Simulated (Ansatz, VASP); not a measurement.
Two plane-wave programs on AlN

```xyz
4
Lattice="3.4115 0.0000 0.0000 -1.7057 2.9544 0.0000 0.0000 0.0000 4.1247" Properties=species:S:1:pos:R:3 pbc="T T T"
Al    0.0000    1.9696    3.0936
Al    1.7057    0.9848    1.0312
N     0.0000    1.9696    1.0312
N     1.7057    0.9848    3.0936
```

Change from the starting cell: strain +0.030 along x and y, -0.015 along z, atoms carried along.

Alike in both runs: task single point; functional LDA; k mesh 9 × 9 × 6; occupations gaussian, width 0.05 eV; no spin polarisation.

```csv
,VASP,Ansatz
version,VASP 6.6.1,Ansatz 0.2.0
potentials or method,"VASP PAW LDA potentials, release 64 (Al, N), cutoff 600 eV","scalar-relativistic, plane waves, PAW"
valence electrons in the cell,16,16
```

Ansatz gave:

| Property | Result |
| --- | --- |
| gap on the k mesh at the Fermi level (eV) | 3.10 |
| least direct gap on the mesh (eV) | 3.10 |
| pressure (GPa) | -16.9 |
| traceless stress, the component that is largest in VASP (GPa) | 4.60 |

Q: What did VASP give for the same quantities?

A: gap on the k mesh at the Fermi level (eV): 3.10; least direct gap on the mesh (eV): 3.10; pressure (GPa): -16.6; traceless stress, the component that is largest in VASP (GPa): 4.59.

LDA's correlation is that of Perdew and Zunger in VASP and of Perdew and Wang (1992) in Ansatz.
